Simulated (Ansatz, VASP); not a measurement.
ZnS in VASP and in Ansatz

INCAR

```
SYSTEM = ZnS
PREC = Accurate
ENCUT = 520
EDIFF = 1E-6
ISMEAR = 0
SIGMA = 0.05
LREAL = .False.
LASPH = .True.
NELM = 60
ALGO = Normal
ISIF = 2
LWAVE = .False.
LCHARG = .False.
GGA = PE
NBANDS = 26
```

The input KPOINTS:

```
Automatic mesh
0
Gamma
  12 12 6
  0 0 0
```

File POSCAR:

```
ZnS
1.0
    3.8109987816      0.0000000000      0.0000000000
   -1.9054993908      3.3004217586      0.0000000000
    0.0000000000      0.0000000000      6.2340000000
Zn S
2 2
Direct
    0.3333333333      0.6666666667      0.0000000000
    0.6666666667      0.3333333333      0.5000000000
    0.3333333333      0.6666666667      0.4331231954
    0.6666666667      0.3333333333      0.8850000000
```

Input for Ansatz:

```yaml
crystal:
  lattice:
    - [3.8109987816, 0.0, 0.0]
    - [-1.9054993908, 3.3004217586, 0.0]
    - [0.0, 0.0, 6.234]
  atoms:
    - { symbol: Zn, position: [0.3333333333, 0.6666666667, 0.0] }
    - { symbol: Zn, position: [0.6666666667, 0.3333333333, 0.5] }
    - { symbol: S, position: [0.3333333333, 0.6666666667, 0.4331231954] }
    - { symbol: S, position: [0.6666666667, 0.3333333333, 0.885] }
basis:
  ecutwfc: 420
kpoints:
  mp_grid: { grid: [12, 12, 6] }
hamiltonian:
  xc: pbe
scf:
  occupations: { method: gaussian, width: 0.05 }
output:
  forces: true
  stress: true
  eigenvalues: true
```

Alike in both runs: task single point; functional PBE; k mesh 12 × 12 × 6; occupations gaussian, width 0.05 eV; no spin polarisation.

|  | VASP | Ansatz |
| --- | --- | --- |
| version | VASP 6.6.1 | Ansatz 0.2.0 |
| potentials or method | VASP PAW PBE potentials, release 64 (Zn, S), cutoff 520 eV | scalar-relativistic, plane waves, PAW |
| valence electrons in the cell | 36 | 36 |

```tsv
	VASP	Ansatz	Ansatz less VASP
gap on the k mesh at the Fermi level (eV)	2.24	2.24	-0.007
least direct gap on the mesh (eV)	2.27	2.26	-0.007
pressure (GPa)	4.2	4.0	-0.17
traceless stress, the component that is largest in VASP (GPa)	-3.21	-3.13	+0.076
rms of the force components (eV/Å)	0.599	0.596	-0.0031
```

Atom by atom the forces differ by 0.004 eV/Å (rms over components). The functional is the same, so the differences come from potentials, cutoffs and numerics.
